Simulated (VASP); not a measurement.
Here is a VASP 6.6.1 calculation.

The input INCAR:

```
PREC = Accurate ; ENCUT = 520
EDIFF = 1E-6 ; ISMEAR = 1
SIGMA = 0.05 ; LREAL = F
LASPH = T ; NELM = 100
ALGO = Normal ; ISIF = 2
LWAVE = F ; LCHARG = F
GGA = PE ; NBANDS = 30
```

Contents of KPOINTS:

```
Automatic mesh
0
Gamma
  5 5 5
```

The input POSCAR:

```
BiPt3
1.0
    4.1864950000      0.0000000000      0.0000000000
    0.0000000000      4.1864950000      0.0000000000
    0.0000000000      0.0000000000      4.1864950000
Bi Pt
1 3
Direct
    0.0000000000      0.0000000000      0.0000000000
    0.0000000000      0.5000000000      0.5000000000
    0.5000000000      0.0000000000      0.5000000000
    0.5000000000      0.5000000000      0.0000000000
```

Potentials or basis: VASP PAW PBE potentials, release 64 (Bi_d, Pt).

Launch:

```bash
$ cat potpaw_PBE.64/Bi_d/POTCAR potpaw_PBE.64/Pt/POTCAR > POTCAR
$ mpirun -np 1 vasp_std > vasp.out
```

What does it give for the pressure?

-1.4 GPa.
